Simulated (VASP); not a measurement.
Wanted: the native input for a VASP 6.6.1 run.

| Quantity | Value |
| --- | --- |
| Task | single point |
| Functional | LDA |
| Potentials or basis | VASP PAW LDA potentials, release 64 (Cd, S) |
| Cutoff | 520 eV |
| k mesh | 6 × 6 × 4 |
| Occupations | gaussian, width 0.01 eV |
| Spin | no spin polarisation |
| Dipole correction | no |
| Further INCAR settings | ALGO = Normal; EDIFF = 1e-06; NBANDS = 26 |

The structure of CdS (Greenockite) lies in POSCAR:

```
CdS
1.0
    4.1549788724      0.0000000000      0.0000000000
   -2.0774894362      3.5983172557      0.0000000000
    0.0000000000      0.0000000000      6.5587788569
Cd S
2 2
Direct
    0.3333333333      0.6666666667     -0.0005275156
    0.6666666667      0.3333333333      0.4994724844
    0.3333333333      0.6666666667      0.3755275156
    0.6666666667      0.3333333333      0.8755275156
```

This cell differs from its parent crystal: in-plane strain +0.02.

The input as run:

INCAR

```
PREC     = Accurate       # precision mode
ENCUT    = 520            # plane-wave cutoff, eV
EDIFF    = 1E-6           # SCF threshold, eV
ISMEAR   = 0              # smearing method
SIGMA    = 0.01           # smearing width, eV
LREAL    = F              # projectors in reciprocal space
LASPH    = T              # aspherical terms in the spheres
NELM     = 100            # most SCF steps
ALGO     = Normal         # electronic algorithm
ISIF     = 2              # what is computed and relaxed
LWAVE    = F              # write WAVECAR
LCHARG   = F              # write CHGCAR
NBANDS   = 26             # bands
```

KPOINTS

```
Automatic mesh
0
Gamma
  6 6 4
```

Potentials or basis: VASP PAW LDA potentials, release 64 (Cd, S).

Run with:

```console
$ cat potpaw_LDA.64/Cd/POTCAR potpaw_LDA.64/S/POTCAR > POTCAR
$ mpirun -np 1 vasp_std > vasp.out
```

It gave:

```yaml
Pressure: -1.1 GPa
Largest_force: 0.272 eV/Å
Band_gap_on_the_k_mesh: 1.01 eV, direct
```

Caveat: the cell differs from its parent crystal (in-plane strain +0.02).

It took 110 s on 1 thread of Intel Xeon 8259CL, on a shared host, peak memory 0.17 GiB.
